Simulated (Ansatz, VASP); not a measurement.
# AlN: VASP beside Ansatz

```
CELL_PARAMETERS angstrom
3.27259 0.00000 0.00000
-1.63630 2.83415 0.00000
0.00000 0.00000 4.80025
ATOMIC_POSITIONS crystal
Al 0.33333 0.66667 0.99118
Al 0.66667 0.33333 0.49118
N 0.33333 0.66667 0.38882
N 0.66667 0.33333 0.88882
```

Change from the starting cell: epitaxial_xy strain +5.3%.

Alike in both runs: task single point; functional r2SCAN; k mesh 12 × 12 × 6; no spin polarisation.

```csv
,VASP,Ansatz
version,VASP 6.6.1,Ansatz 0.2.0
potentials or method,"VASP PAW PBE potentials, release 64 (Al, N)","plane waves, PAW"
plane-wave cutoff (eV),520,500
occupations,"gaussian, width 0.01 eV",fixed
valence electrons in the cell,16,16
```

VASP gave:

- gap on the k mesh at the Fermi level (eV): 3.82
- pressure (GPa): -14.1
- traceless stress, the component that is largest in VASP (GPa): 13.87

Estimate Ansatz's values.

gap on the k mesh at the Fermi level (eV): 3.79; pressure (GPa): -13.7; traceless stress, the component that is largest in VASP (GPa): 13.73.

VASP's potentials were made for PBE, not for r2SCAN.
